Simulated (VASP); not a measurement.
# InP (I-4m2) in VASP: notebook

The runs below take InP through single point, with PBE.

All numbers are computed with VASP 6.6.1; they aren't measurements. Logs are shortened: lines on timing, memory, paths and dates and some standing lists are left out, and cuts for length are marked.

### 1 The cell of the first run

The structure is tetragonal, space group I-4m2 (No. 119). Conventional cell: a = 4.144 Å, b = 4.144 Å, c = 5.900 Å, α = 90.00°, β = 90.00°, γ = 90.00°. Within 3.4 Å of In (site symmetry -4m2) lie 4 P at 2.54 Å. P (site symmetry -4m2) has 4 In at 2.54 Å within 3.4 Å.

### 2 Single point, PBE

File INCAR:

```
SYSTEM = InP
PREC = Accurate ; ENCUT = 520
EDIFF = 1E-7 ; ISMEAR = -1
SIGMA = 0.05 ; LREAL = .False.
LASPH = .True. ; NELM = 100
ALGO = Normal ; ISIF = 2
LWAVE = .False. ; LCHARG = .False.
GGA = PE ; NBANDS = 16
```

File KPOINTS:

```
regular mesh
0
Gamma
  6 6 6
  0 0 0
```

File POSCAR:

```
InP
1.0
    0.0000000000      2.9305000000      2.9500366667
    2.9305000000      0.0000000000      2.9500366667
    2.9305000000      2.9305000000      0.0000000000
In P
1 1
Direct
    0.0000000000      0.0000000000      0.0000000000
    0.2500000000      0.2500000000      0.2500000000
```

Potentials or basis: VASP PAW PBE potentials, release 64 (In_d, P).

Command:

```sh
> cat potpaw_PBE.64/In_d/POTCAR potpaw_PBE.64/P/POTCAR > POTCAR
> mpirun -np 1 vasp_std > vasp.out
```

OUTCAR:

```text
SYSTEM = InP
   PREC = Accurate
   ENCUT = 520
   EDIFF = 1E-7
   ISMEAR = -1
   LREAL = .False.
   LASPH = .True.
   NELM = 100
   ISIF = 2
   GGA = PE

 ion  position               nearest neighbor table
   1  0.000  0.000  0.000-   2 2.54   2 2.54   2 2.54   2 2.54
   2  0.250  0.250  0.250-   1 2.54   1 2.54   1 2.54   1 2.54

  LATTYP: Found a body centered tetragonal cell.
 ALAT       =     4.1443528445
 C/A-ratio  =     1.4236416528

  Lattice vectors:

 A1 = (  -2.9305000000,   0.0000000000,   2.9500366667)
 A2 = (   2.9305000000,   0.0000000000,   2.9500366667)
 A3 = (   0.0000000000,   2.9305000000,  -2.9500366667)

Analysis of symmetry for initial positions (statically):
=====================================================================
 Subroutine PRICEL returns:
 Original cell was already a primitive cell.

 Routine SETGRP: Setting up the symmetry group for a
 body centered tetragonal supercell.

 Subroutine GETGRP returns: Found  8 space group operations
 (whereof  8 operations were pure point group operations)
 out of a pool of 16 trial point group operations.

The static configuration has the point symmetry D_2d.

Analysis of symmetry for dynamics (positions and initial velocities):
=====================================================================
 Subroutine PRICEL returns:
 Original cell was already a primitive cell.

 Routine SETGRP: Setting up the symmetry group for a
 body centered tetragonal supercell.

 Subroutine GETGRP returns: Found  8 space group operations
 (whereof  8 operations were pure point group operations)
 out of a pool of 16 trial point group operations.

The dynamic configuration has the point symmetry D_2d.

 Subroutine INISYM returns: Found  8 space group operations
 (whereof  8 operations are pure point group operations),
 and found     1 'primitive' translations

----------------------------------------------------------------------------------------

                                     Primitive cell

  volume of cell :      50.6688

  direct lattice vectors                    reciprocal lattice vectors
     0.000000000  2.930500000  2.950036667    -0.170619348  0.170619348  0.169489419
     2.930500000  0.000000000  2.950036667     0.170619348 -0.170619348  0.169489419
     2.930500000  2.930500000  0.000000000     0.170619348  0.170619348 -0.169489419

[... 73 lines left out ...]
 SYSTEM =  InP
   PREC   = accura    normal or accurate (medium, high low for compatibility)
   ISTART =      0    job   : 0-new  1-cont  2-samecut
   ICHARG =      2    charge: 1-file 2-atom 10-const
   ISPIN  =      1    spin polarized calculation?
   LNONCOLLINEAR =      F non collinear calculations
   LSORBIT =      F    spin-orbit coupling
   LASPH  =      T    aspherical Exc in radial PAW
   ENCUT  =  520.0 eV  38.22 Ry    6.18 a.u.   7.73  7.73  7.71*2*pi/ulx,y,z
   NELM   =    100;   NELMIN=  2; NELMDL= -5     # of ELM steps
   EDIFF  = 0.1E-06   stopping-criterion for ELM
   LREAL  =      F    real-space projection
   EDIFFG = 0.1E-05   stopping-criterion for IOM
   NSW    =      0    number of steps for IOM
   IBRION =     -1    ionic relax: 0-MD 1-quasi-New 2-CG
   NFREE  =      0    steps in history (QN), initial steepest desc. (CG)
   ISIF   =      2    stress and relaxation
   ISYM   =      2    0-nonsym 1-usesym 2-fastsym
   POTIM  = 0.5000    time-step for ionic-motion
   TEBEG  =    0.0;   TEEND  =   0.0 temperature during run
   PSTRESS=    0.0 pullay stress
   NELECT =      18.0000    total number of electrons
   NUPDOWN=      -1.0000    fix difference up-down
   EMIN   =  10.00;   EMAX   =-10.00  energy-range for DOS
   EFERMI =   0.00;   METHOD = LEGACY
   ISMEAR =    -1;   SIGMA  =   0.05  broadening in eV -4-tet -1-fermi 0-gaus
   EFERMI_NEDOS =   21; number of points for ismear=-14 and -15
   IALGO  =     38    algorithm
   IMIX   =      4    mixing-type and parameters
     AMIX     =   0.40;   BMIX     =  1.00
     AMIX_MAG =   1.60;   BMIX_MAG =  1.00
  volume/ion in A,a.u.               =      25.33       170.97
  Fermi-wavevector in a.u.,A,eV,Ry     =   1.159450  2.191043 18.290644  1.344324
  Thomas-Fermi vector in A             =   2.296042
   LORBIT       =      0    0 simple, 1 ext, 2 COOP (PROOUT), +10 PAW based schemes
   GGA     = PE    functional components
   LHFCALC =     F    Hartree Fock is set to
   AEXX    =    0.0000 exact exchange contribution
   IVDW    =     0    specifies the selected vdW correction
   LEPSILON=     F    determine dielectric tensor
   LRPA    =     F    only Hartree local field effects (RPA)
 non-spin polarized calculation
  energy-cutoff  :      520.00
  volume of cell :       50.67
 maximum number of plane-waves:      1380
   NGX = 15   NGY = 15   NGZ = 15

 number of electron      18.0000007 magnetization

 Free energy of the ion-electron system (eV)
  ---------------------------------------------------
  ext. energy  EPLUGINS =         0.00000000
  ---------------------------------------------------
  free energy    TOTEN  =        -8.37635532 eV

  energy without entropy =       -8.37634019  energy(sigma->0) =       -8.37634776

 E-fermi :   5.4887     XC(G=0):  -9.2506

 val. band max:        5.1335388979   @ k =   0.0000   0.0000   0.0000
 cond. band min:       5.7965698894   @ k =   0.0000   0.0000   0.0000
 fundamental gap:      0.6630309914
 Fermi energy:         5.4886511859

 k-point     1 :       0.0000    0.0000    0.0000
  band No.  band energies     occupation
      1      -9.0592      2.00000
      2      -9.0563      2.00000
      3      -9.0563      2.00000
      4      -8.9092      2.00000
      5      -8.9084      2.00000
      6      -6.3495      2.00000
[... 433 lines left out ...]
      3      -8.9691      2.00000
      4      -8.9434      2.00000
      5      -8.8816      2.00000
      6      -4.2125      2.00000
[... 8 lines left out ...]
     15      15.9593      0.00000
     16      17.1198      0.00000

 [... further k-points ...]
[... 5 lines left out ...]
  --------------------------------------------------------------------------------------
  -------------------------------------------------------------------------------------
  Total        0.9122784      0.9122784      0.8263727      0.0000000      0.0000000      0.0000000
  in kB       28.8467646     28.8467646     26.1303788      0.0000000      0.0000000      0.0000000
  external PRESSURE =      27.9413027 kB  Pullay stress =       0.0000000 kB

 VOLUME and BASIS-vectors are now :
 -----------------------------------------------------------------------------
  energy-cutoff  :      520.00
  volume of cell :       50.67
      direct lattice vectors                 reciprocal lattice vectors
     0.000000000  2.930500000  2.950036667    -0.170619348  0.170619348  0.169489419
     2.930500000  0.000000000  2.950036667     0.170619348 -0.170619348  0.169489419
     2.930500000  2.930500000  0.000000000     0.170619348  0.170619348 -0.169489419

 POSITION                                       TOTAL-FORCE (eV/Angst)
 -----------------------------------------------------------------------------------
      0.00000      0.00000      0.00000         0.000000     -0.000000      0.000000
      1.46525      1.46525      1.47502        -0.000000      0.000000     -0.000000
 -----------------------------------------------------------------------------------
    total drift:                               -0.000000     -0.000000      0.000000

  FREE ENERGIE OF THE ION-ELECTRON SYSTEM (eV)
  ---------------------------------------------------
  free  energy   TOTEN  =        -8.3763553216 eV

  energy  without entropy=       -8.3763401943  energy(sigma->0) =       -8.37634776
```

OSZICAR:

```text
N       E                     dE             d eps       ncg     rms          rms(c)
DAV:   1     0.113641720115E+03    0.11364E+03   -0.85246E+03   960   0.126E+03
DAV:   2    -0.127193551646E+01   -0.11491E+03   -0.11052E+03  1056   0.302E+02
DAV:   3    -0.859892115769E+01   -0.73270E+01   -0.72962E+01  1248   0.747E+01
DAV:   4    -0.879135102971E+01   -0.19243E+00   -0.19237E+00  1288   0.132E+01
DAV:   5    -0.880008714813E+01   -0.87361E-02   -0.87359E-02  1376   0.236E+00    0.563E+00
DAV:   6    -0.840434217823E+01    0.39574E+00   -0.62042E-01  1544   0.128E+01    0.339E+00
DAV:   7    -0.837494171586E+01    0.29400E-01   -0.16049E-01  1352   0.319E+00    0.125E+00
DAV:   8    -0.837547552582E+01   -0.53381E-03   -0.15869E-02  1216   0.148E+00    0.325E-01
DAV:   9    -0.837611905607E+01   -0.64353E-03   -0.13112E-03  1216   0.376E-01    0.158E-01
DAV:  10    -0.837627908139E+01   -0.16003E-03   -0.25845E-04  1424   0.217E-01    0.103E-01
DAV:  11    -0.837635560198E+01   -0.76521E-04   -0.12828E-04  1056   0.104E-01    0.491E-02
DAV:  12    -0.837635472017E+01    0.88180E-06   -0.81373E-06  1152   0.258E-02    0.122E-02
DAV:  13    -0.837635514380E+01   -0.42363E-06   -0.16567E-06  1200   0.628E-03    0.945E-03
DAV:  14    -0.837635529389E+01   -0.15010E-06   -0.20082E-07  1288   0.477E-03    0.176E-03
DAV:  15    -0.837635532159E+01   -0.27698E-07   -0.14148E-08   776   0.957E-04
   1 F= -.83763553E+01 E0= -.83763478E+01  d E =-.151272E-04
```

stdout:

```text
POSCAR found type information on POSCAR InP
 POSCAR found :  2 types and       2 ions
 scaLAPACK will be used
 LDA part: xc-table for (Slater+PW92), standard interpolation
 POSCAR, INCAR and KPOINTS ok, starting setup
 FFT: planning ... GRIDC
 FFT: planning ... GRID_SOFT
 FFT: planning ... GRID
 WAVECAR not read
 entering main loop
```

Run time: 41 s. Hardware: 1 thread of AMD EPYC 7R13, shared host; peak memory 0.18 GiB.

Results:

```
Free energy            : -8.3764 eV
Pressure               : 2.8 GPa
Band gap on the k mesh : 0.66 eV, direct
```

Caveat: spin-orbit coupling is left out, which moves the levels of the heavy elements. PBE gaps usually lie below the measured ones, often by a third to a half.

### 3 Single point, PBE

This run uses another cell than the first one, of 25.50 Å³/atom, 1.007 times its volume.

File INCAR:

```
ALGO = Normal
EDIFF = 1E-6
ENCUT = 520
GGA = PE
ISIF = 2
ISMEAR = -1
LASPH = T
LCHARG = T
LELF = T
LREAL = F
LVHAR = T
LWAVE = F
NBANDS = 16
NELM = 100
PREC = Accurate
SIGMA = 0.05
```

File KPOINTS:

```
k-points
0
Gamma
  6 6 6
```

File POSCAR:

```
InP
1.0
    0.0000000000      2.9305000000      2.9695733333
    2.9305000000      0.0000000000      2.9695733333
    2.9305000000      2.9305000000      0.0000000000
In P
1 1
Direct
    0.0000000000      0.0000000000      0.0000000000
    0.2500000000      0.2500000000      0.2500000000
```

Potentials or basis: VASP PAW PBE potentials, release 64 (In_d, P).

Command:

```sh
> cat potpaw_PBE.64/In_d/POTCAR potpaw_PBE.64/P/POTCAR > POTCAR
> mpirun -np 1 vasp_std > vasp.out
```

It took 36 s on 1 thread of AMD EPYC 7R13, shared host; peak memory 0.18 GiB.

The run converged. Its results:

```yaml
Free_energy: -8.3812 eV
Pressure: 2.3 GPa
Band_gap_on_the_k_mesh: 0.62 eV, direct
```

Stress tensor (GPa, compression positive):
```
2.50 0.00 0.00
0.00 2.50 0.00
0.00 0.00 1.94
```

Levels at points of the mesh, in eV from the valence-band top:
```tsv
k point	band 5	band 6	band 7	band 8	band 9	band 10	band 11	band 12	band 13	band 14
(0.00, 0.00, 0.00)	-14.04	-11.45	-0.06	0.00	0.00	0.62	4.06	4.06	4.08	8.49
(0.50, 0.00, 0.00)	-14.03	-9.77	-5.68	-1.02	-0.93	1.44	4.74	4.83	7.05	9.39
(0.50, 0.50, 0.00)	-14.01	-9.16	-5.77	-2.25	-2.25	1.81	2.32	9.02	9.49	9.49
(0.50, 0.00, 0.50)	-14.01	-9.11	-5.69	-2.32	-2.32	1.74	2.21	9.15	9.44	9.51
```

Caveat: spin-orbit coupling is left out, which moves the levels of the heavy elements.

### 4 Single point, PBE

This run uses another cell than the first one, of 25.67 Å³/atom, 1.013 times its volume.

File INCAR:

```
SYSTEM = InP
PREC     = Accurate       ! precision mode
ENCUT    = 520            ! plane-wave cutoff, eV
EDIFF    = 1E-6           ! SCF threshold, eV
ISMEAR   = -1             ! smearing method
SIGMA    = 0.05           ! smearing width, eV
LREAL    = .FALSE.        ! projectors in reciprocal space
LASPH    = .TRUE.         ! aspherical terms in the spheres
NELM     = 60             ! most SCF steps
ALGO     = Normal         ! electronic algorithm
ISIF     = 2              ! what is computed and relaxed
LWAVE    = .FALSE.        ! write WAVECAR
LCHARG   = .FALSE.        ! write CHGCAR
GGA      = PE             ! functional
NBANDS   = 16             ! bands
```

File KPOINTS:

```
regular mesh
0
G
  6 6 6
  0 0 0
```

File POSCAR:

```
InP
1.0
    0.0000000000      2.9305000000      2.9891100000
    2.9305000000      0.0000000000      2.9891100000
    2.9305000000      2.9305000000      0.0000000000
In P
1 1
Direct
    0.0000000000      0.0000000000      0.0000000000
    0.2500000000      0.2500000000      0.2500000000
```

Command:

```sh
> cat potpaw_PBE.64/In_d/POTCAR potpaw_PBE.64/P/POTCAR > POTCAR
> mpirun -np 1 vasp_std > vasp.out
```

Run time: 34 s. Hardware: 1 thread of AMD EPYC 7R13, shared host; peak memory 0.18 GiB.

Results (log left out):

| Quantity | Value |
| --- | --- |
| Free energy | -8.3847 eV |
| Pressure | 1.9 GPa |
| Band gap on the k mesh | 0.57 eV, direct |

Stress tensor (GPa, compression positive):
```
2.13 0.00 0.00
0.00 2.13 0.00
0.00 0.00 1.29
```

Levels at points of the mesh, in eV from the valence-band top:
```
           k point  band 7  band 8  band 9  band 10  band 11  band 12
(0.00, 0.00, 0.00)   -0.09    0.00    0.00     0.57     4.05     4.05
(0.50, 0.00, 0.00)   -5.66   -1.04   -0.91     1.41     4.71     4.84
(0.50, 0.50, 0.00)   -5.78   -2.21   -2.21     1.83     2.35     8.93
(0.50, 0.00, 0.50)   -5.66   -2.33   -2.32     1.73     2.18     9.12
```

Caveat: spin-orbit coupling is left out, which moves the levels of the heavy elements.

### 5 Summary

```csv
cell,gap on the mesh (eV),pressure (GPa)
"a = 4.158, b = 4.158, c = 4.144 Å, angles 60.1, 60.1, 59.8°, 2 atoms",0.66,2.8
"a = 4.172, b = 4.172, c = 4.144 Å, angles 60.2, 60.2, 59.6°, 2 atoms",0.62,2.3
"a = 4.186, b = 4.186, c = 4.144 Å, angles 60.3, 60.3, 59.3°, 2 atoms",0.57,1.9
```

Alike in all rows: task single point; level PBE; potentials or basis VASP PAW PBE potentials, release 64 (In_d, P); no spin polarisation; k mesh 6 × 6 × 6; cutoff (eV) 520; smearing fermi-dirac 0.05 eV.

Caveats: spin-orbit coupling is left out, which moves the levels of the heavy elements.

Absolute energies hang on the potentials; compare differences alone.
